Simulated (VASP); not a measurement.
# Ge (P6_3/mmc) in VASP: settings compared

Aim: see how the results for Ge move with the level of theory and the settings. Levels: PBEsol, PBE. Tasks: single point, relaxation of cell and atoms.

Everything below comes from runs of VASP 6.6.1. Logs are shortened: lines on timing, memory, paths and dates and some standing lists are left out, and cuts for length are marked.

### Step 1. The cell of the first run

Symmetry: P6_3/mmc, No. 194, hexagonal system. The conventional cell has a = 4.000 Å, b = 4.000 Å, c = 6.588 Å, α = 90.00°, β = 90.00°, γ = 120.00°. Within 3.2 Å of Ge (site symmetry 3m) lie 4 Ge at 2.45 to 2.47 Å.

### Step 2. Single point, PBEsol

Contents of INCAR:

```
SYSTEM = Ge
PREC = Accurate
ENCUT = 520
EDIFF = 1E-6
ISMEAR = -1
SIGMA = 0.05
LREAL = .FALSE.
LASPH = .TRUE.
NELM = 100
ALGO = Normal
ISIF = 2
LWAVE = .FALSE.
LCHARG = .TRUE.
GGA = PS
LELF = .TRUE.
LVHAR = .TRUE.
NBANDS = 36
```

Contents of KPOINTS:

```
Automatic mesh
0
G
  8 8 4
  0 0 0
```

Contents of POSCAR:

```
Ge
1.0
    4.0002361143      0.0000000000      0.0000000000
   -2.0001180572      3.4643060961      0.0000000000
    0.0000000000      0.0000000000      6.5880766255
Ge
4
Direct
    0.3333333333      0.6666666667      0.9372405671
    0.6666666667      0.3333333333      0.4372405671
    0.3333333333      0.6666666667      0.5627594329
    0.6666666667      0.3333333333      0.0627594329
```

Potentials or basis: VASP PAW PBE potentials, release 64 (Ge_d).

Launch:

```sh
$ cat potpaw_PBE.64/Ge_d/POTCAR > POTCAR
$ mpirun -np 1 vasp_std > vasp.out
```

OUTCAR:

```text
SYSTEM = Ge
   PREC = Accurate
   ENCUT = 520
   EDIFF = 1E-6
   ISMEAR = -1
   LREAL = .FALSE.
   LASPH = .TRUE.
   NELM = 100
   ISIF = 2
   GGA = PS

 ion  position               nearest neighbor table
   1  0.333  0.667  0.937-   4 2.45   4 2.45   4 2.45   3 2.47
   2  0.667  0.333  0.437-   3 2.45   3 2.45   3 2.45   4 2.47
   3  0.333  0.667  0.563-   2 2.45   2 2.45   2 2.45   1 2.47
   4  0.667  0.333  0.063-   1 2.45   1 2.45   1 2.45   2 2.47

  LATTYP: Found a hexagonal cell.
 ALAT       =     4.0002361143
 C/A-ratio  =     1.6469219409

  Lattice vectors:

 A1 = (   4.0002361143,   0.0000000000,   0.0000000000)
 A2 = (  -2.0001180572,   3.4643060961,   0.0000000000)
 A3 = (   0.0000000000,   0.0000000000,   6.5880766255)

Analysis of symmetry for initial positions (statically):
=====================================================================
 Subroutine PRICEL returns:
 Original cell was already a primitive cell.

 Routine SETGRP: Setting up the symmetry group for a
 hexagonal supercell.

 Subroutine GETGRP returns: Found 24 space group operations
 (whereof 12 operations were pure point group operations)
 out of a pool of 24 trial point group operations.

The static configuration has the point symmetry D_3d.
 The point group associated with its full space group is D_6h.

Analysis of symmetry for dynamics (positions and initial velocities):
=====================================================================
 Subroutine PRICEL returns:
 Original cell was already a primitive cell.

 Routine SETGRP: Setting up the symmetry group for a
 hexagonal supercell.

 Subroutine GETGRP returns: Found 24 space group operations
 (whereof 12 operations were pure point group operations)
 out of a pool of 24 trial point group operations.

The dynamic configuration has the point symmetry D_3d.
 The point group associated with its full space group is D_6h.

 Subroutine INISYM returns: Found 24 space group operations
 (whereof 12 operations are pure point group operations),
 and found     1 'primitive' translations

----------------------------------------------------------------------------------------

                                     Primitive cell

  volume of cell :      91.2978

  direct lattice vectors                    reciprocal lattice vectors
     4.000236114  0.000000000  0.000000000     0.249985244  0.144329048  0.000000000
    -2.000118057  3.464306096  0.000000000     0.000000000  0.288658096  0.000000000
     0.000000000  0.000000000  6.588076626     0.000000000  0.000000000  0.151789370

  length of vectors
     4.000236114  4.000236114  6.588076626     0.288658096  0.288658096  0.151789370

  position of ions in fractional coordinates (direct lattice)
     0.333333333  0.666666667  0.937240567
     0.666666667  0.333333333  0.437240567
     0.333333333  0.666666667  0.562759433
     0.666666667  0.333333333  0.062759433

  ion indices of the primitive-cell ions
   primitive index   ion index
                 1           1
                 2           2
                 3           3
                 4           4

----------------------------------------------------------------------------------------

 KPOINTS: Automatic mesh

Automatic generation of k-mesh.
 Grid dimensions read from file:
 generate k-points for:    8    8    4

 Generating k-lattice:

  Cartesian coordinates                     Fractional coordinates (reciprocal lattice)
     0.031248155  0.018041131  0.000000000     0.125000000  0.000000000  0.000000000
     0.000000000  0.036082262  0.000000000     0.000000000  0.125000000  0.000000000
     0.000000000  0.000000000  0.037947342     0.000000000  0.000000000  0.250000000

  Length of vectors
     0.036082262  0.036082262  0.037947342

  Shift w.r.t. Gamma in fractional coordinates (k-lattice)
     0.000000000  0.000000000  0.000000000

 Subroutine IBZKPT returns following result:
 ===========================================

 Found     30 irreducible k-points:

 Following reciprocal coordinates:
            Coordinates               Weight
  0.000000  0.000000  0.000000      1.000000
  0.125000  0.000000  0.000000      6.000000
  0.250000  0.000000  0.000000      6.000000
  0.375000  0.000000  0.000000      6.000000
  0.500000  0.000000  0.000000      3.000000
  0.125000  0.125000  0.000000      6.000000
[... 16 lines left out ...]
  0.250000  0.000000  0.500000      6.000000
  0.375000  0.000000  0.500000      6.000000
 [... further k-points ...]
   k-points           NKPTS =     30   k-points in BZ     NKDIM =     30   number of bands    NBANDS=     36
   number of dos      NEDOS =    301   number of ions     NIONS =      4
   total plane-waves  NPLWV =  45000
   dimension x,y,z NGX =    30 NGY =   30 NGZ =   50
   dimension x,y,z NGXF=    60 NGYF=   60 NGZF=  100
   ions per type =               4
   NGX,Y,Z   is equivalent  to a cutoff of  12.47, 12.47, 12.62 a.u.
   NGXF,Y,Z  is equivalent  to a cutoff of  24.94, 24.94, 25.23 a.u.
 SYSTEM =  Ge
   PREC   = accura    normal or accurate (medium, high low for compatibility)
   ISTART =      0    job   : 0-new  1-cont  2-samecut
   ICHARG =      2    charge: 1-file 2-atom 10-const
   ISPIN  =      1    spin polarized calculation?
   LNONCOLLINEAR =      F non collinear calculations
   LSORBIT =      F    spin-orbit coupling
   LASPH  =      T    aspherical Exc in radial PAW
   ENCUT  =  520.0 eV  38.22 Ry    6.18 a.u.   7.44  7.44 12.25*2*pi/ulx,y,z
   NELM   =    100;   NELMIN=  2; NELMDL= -5     # of ELM steps
   EDIFF  = 0.1E-05   stopping-criterion for ELM
   LREAL  =      F    real-space projection
   EDIFFG = 0.1E-04   stopping-criterion for IOM
   NSW    =      0    number of steps for IOM
   IBRION =     -1    ionic relax: 0-MD 1-quasi-New 2-CG
   NFREE  =      0    steps in history (QN), initial steepest desc. (CG)
   ISIF   =      2    stress and relaxation
   ISYM   =      2    0-nonsym 1-usesym 2-fastsym
   POTIM  = 0.5000    time-step for ionic-motion
   TEBEG  =    0.0;   TEEND  =   0.0 temperature during run
   PSTRESS=    0.0 pullay stress
   NELECT =      56.0000    total number of electrons
   NUPDOWN=      -1.0000    fix difference up-down
   EMIN   =  10.00;   EMAX   =-10.00  energy-range for DOS
   EFERMI =   0.00;   METHOD = LEGACY
   ISMEAR =    -1;   SIGMA  =   0.05  broadening in eV -4-tet -1-fermi 0-gaus
   EFERMI_NEDOS =   21; number of points for ismear=-14 and -15
   IALGO  =     38    algorithm
   IMIX   =      4    mixing-type and parameters
     AMIX     =   0.40;   BMIX     =  1.00
     AMIX_MAG =   1.60;   BMIX_MAG =  1.00
  volume/ion in A,a.u.               =      22.82       154.03
  Fermi-wavevector in a.u.,A,eV,Ry     =   1.390969  2.628550 26.324466  1.934794
  Thomas-Fermi vector in A             =   2.514853
   LORBIT       =      0    0 simple, 1 ext, 2 COOP (PROOUT), +10 PAW based schemes
   GGA     = PS    functional components
   LHFCALC =     F    Hartree Fock is set to
   AEXX    =    0.0000 exact exchange contribution
   IVDW    =     0    specifies the selected vdW correction
   LEPSILON=     F    determine dielectric tensor
   LRPA    =     F    only Hartree local field effects (RPA)
 non-spin polarized calculation
  energy-cutoff  :      520.00
  volume of cell :       91.30
 maximum number of plane-waves:      2515
 NGX is ok and might be reduce to    30
   NGX = 15   NGY = 15   NGZ = 25

 number of electron      56.0000050 magnetization

 Free energy of the ion-electron system (eV)
  ---------------------------------------------------
  ext. energy  EPLUGINS =         0.00000000
  ---------------------------------------------------
  free energy    TOTEN  =       -19.67764872 eV

  energy without entropy =      -19.67626878  energy(sigma->0) =      -19.67695875

 E-fermi :   4.8211     XC(G=0): -10.0842

 val. band max:        4.8044576224   @ k =   0.0000   0.0000   0.0000
 cond. band min:       4.8741085614   @ k =   0.0000   0.0000   0.2500
 fundamental gap:      0.0696509390
 Fermi energy:         4.8210857242

 k-point     1 :       0.0000    0.0000    0.0000
  band No.  band energies     occupation
      1     -20.0072      2.00000
      2     -20.0072      2.00000
      3     -19.9706      2.00000
      4     -19.9687      2.00000
      5     -19.9687      2.00000
      6     -19.9563      2.00000
[... 28 lines left out ...]
     35       9.3702      0.00000
     36      10.7734      0.00000

 k-point     2 :       0.1250    0.0000    0.0000
  band No.  band energies     occupation
      1     -20.0163      2.00000
      2     -20.0102      2.00000
      3     -19.9792      2.00000
      4     -19.9739      2.00000
      5     -19.9686      2.00000
      6     -19.9457      2.00000
[... 28 lines left out ...]
     35      10.0354      0.00000
     36      10.9258      0.00000

 k-point     3 :       0.2500    0.0000    0.0000
  band No.  band energies     occupation
      1     -20.0259      2.00000
      2     -20.0147      2.00000
      3     -19.9928      2.00000
      4     -19.9827      2.00000
      5     -19.9643      2.00000
      6     -19.9343      2.00000
[... 28 lines left out ...]
     35      11.1750      0.00000
     36      11.5854      0.00000
[... 742 lines left out ...]
 k-point    23 :       0.2500    0.0000    0.5000
  band No.  band energies     occupation
      1     -20.0020      2.00000
      2     -20.0020      2.00000
      3     -20.0007      2.00000
      4     -20.0007      2.00000
      5     -19.9562      2.00000
      6     -19.9562      2.00000
[... 28 lines left out ...]
     35      10.4586      0.00000
     36      10.4586      0.00000

 k-point    24 :       0.3750    0.0000    0.5000
  band No.  band energies     occupation
      1     -20.0040      2.00000
      2     -20.0040      2.00000
      3     -20.0023      2.00000
      4     -20.0023      2.00000
      5     -19.9509      2.00000
      6     -19.9509      2.00000
[... 28 lines left out ...]
     35      12.2334      0.00000
     36      12.2334      0.00000

 [... further k-points ...]

------------------------ aborting loop because EDIFF is reached ----------------------------------------

  FORCE on cell =-STRESS in cart. coord.  units (eV):
  Direction    XX          YY          ZZ          XY          YZ          ZX
  --------------------------------------------------------------------------------------
  -------------------------------------------------------------------------------------
  Total       -0.0676098     -0.0676098     -0.0693821      0.0000000      0.0000000      0.0000000
  in kB       -1.1864781     -1.1864781     -1.2175801      0.0000000      0.0000000      0.0000000
  external PRESSURE =      -1.1968454 kB  Pullay stress =       0.0000000 kB

 VOLUME and BASIS-vectors are now :
 -----------------------------------------------------------------------------
  energy-cutoff  :      520.00
  volume of cell :       91.30
      direct lattice vectors                 reciprocal lattice vectors
     4.000236114  0.000000000  0.000000000     0.249985244  0.144329048  0.000000000
    -2.000118057  3.464306096  0.000000000     0.000000000  0.288658096  0.000000000
     0.000000000  0.000000000  6.588076626     0.000000000  0.000000000  0.151789370

 POSITION                                       TOTAL-FORCE (eV/Angst)
 -----------------------------------------------------------------------------------
     -0.00000      2.30954      6.17461         0.000000     -0.000000     -0.001887
      2.00012      1.15477      2.88057         0.000000      0.000000     -0.001887
     -0.00000      2.30954      3.70750         0.000000      0.000000      0.001887
      2.00012      1.15477      0.41346        -0.000000      0.000000      0.001887
 -----------------------------------------------------------------------------------
    total drift:                               -0.000000      0.000000     -0.000000

  FREE ENERGIE OF THE ION-ELECTRON SYSTEM (eV)
  ---------------------------------------------------
  free  energy   TOTEN  =       -19.6776487206 eV

  energy  without entropy=      -19.6762687751  energy(sigma->0) =      -19.67695875
```

Run time: 74 s. Hardware: 1 thread of Intel Xeon 6975P-C, shared host; peak memory 0.23 GiB.

Results:

```yaml
Free_energy: -19.6776 eV
Pressure: -0.1 GPa
Band_gap_on_the_k_mesh: 0.07 eV, indirect (least direct gap 0.15 eV)
```

Caveat: the PAW data sets were made with another functional, which shifts forces and pressure a little. A k mesh can miss the band edges.

### Step 3. Relaxation of cell and atoms, PBEsol

Contents of INCAR:

```
SYSTEM = Ge
ALGO = Normal ; EDIFF = 1E-7
EDIFFG = -0.01 ; ENCUT = 600
GGA = PS ; IBRION = 2
ISIF = 3 ; ISMEAR = -1
LASPH = .TRUE. ; LCHARG = .FALSE.
LREAL = .FALSE. ; LWAVE = .FALSE.
NELM = 60 ; NSW = 80
PREC = Accurate ; SIGMA = 0.05
```

Contents of KPOINTS:

```
k-points
0
G
  8 8 4
  0 0 0
```

Contents of POSCAR:

```
Ge
1.0
    3.9975858431      0.0000000000      0.0000000000
   -1.9987929216      3.4620108940      0.0000000000
    0.0000000000      0.0000000000      6.5993779500
Ge
4
Direct
    0.3333333333      0.6666666667      0.9370987500
    0.6666666667      0.3333333333      0.4370987500
    0.3333333333      0.6666666667      0.5629012500
    0.6666666667      0.3333333333      0.0629012500
```

Potentials or basis: VASP PAW PBE potentials, release 64 (Ge_d).

Launch:

```sh
$ cat potpaw_PBE.64/Ge_d/POTCAR > POTCAR
$ mpirun -np 1 vasp_std > vasp.out
```

It took 4.7 min on 1 thread of Intel Xeon 6975P-C, shared host; peak memory 0.27 GiB.

Results (log left out):

| Quantity | Value |
| --- | --- |
| Free energy | -19.6779 eV |
| Relaxed volume | 22.80 Å³/atom |
| Relaxed cell | a = 3.999 Å, b = 3.999 Å, c = 6.588 Å, α = 90.00°, β = 90.00°, γ = 120.00° |
| Space group after relaxing (to 0.05 Å) | P6_3/mmc (No. 194) |
| Energy gained by relaxing | 0.0 meV/atom |
| Ionic steps | 6 |
| Pressure after relaxing | 0.0 GPa |
| Largest force after relaxing | 0.004 eV/Å |
| Band gap on the k mesh | 0.07 eV, indirect (least direct gap 0.14 eV) |

Forces on the atoms (eV/Å):
```
Ge   0.000  0.000  0.004
Ge   0.000  0.000  0.004
Ge   0.000  0.000 -0.004
Ge   0.000  0.000 -0.004
```

Step by step:
```tsv
step	energy change (eV)	largest force (eV/Å)	pressure (GPa)	volume (Å³)
1	0.0000	0.0049	-0.07	91.33
2	-0.0001	0.0215	-0.07	91.20
3	-0.0001	0.0103	0.01	91.25
4	-0.0001	0.0188	-0.02	91.21
5	-0.0001	0.0145	0.00	91.23
6	-0.0001	0.0039	0.04	91.21
```

Final structure:
```
CELL_PARAMETERS angstrom
3.99851 0.00000 0.00000
-1.99925 3.46281 0.00000
0.00000 0.00000 6.58776
ATOMIC_POSITIONS crystal
Ge 0.33333 0.66667 0.93717
Ge 0.66667 0.33333 0.43717
Ge 0.33333 0.66667 0.56283
Ge 0.66667 0.33333 0.06283
```

Levels at points of the mesh, in eV from the valence-band top:
| k point | band 26 | band 27 | band 28 | band 29 | band 30 | band 31 |
| --- | --- | --- | --- | --- | --- | --- |
| (0.00, 0.00, 0.00) | -0.13 | -0.13 | 0.00 | 0.14 | 0.14 | 2.25 |
| (0.50, 0.00, 0.00) | -3.06 | -2.82 | -1.42 | 0.47 | 1.64 | 3.52 |
| (0.00, 0.00, 0.50) | -0.84 | -0.84 | -0.84 | 0.65 | 0.65 | 3.36 |
| (0.50, 0.00, 0.50) | -2.53 | -2.40 | -2.40 | 0.50 | 0.50 | 2.08 |

Caveat: the PAW data sets were made with another functional, which shifts forces and pressure a little.

(Part 1 of 2 ends here.)
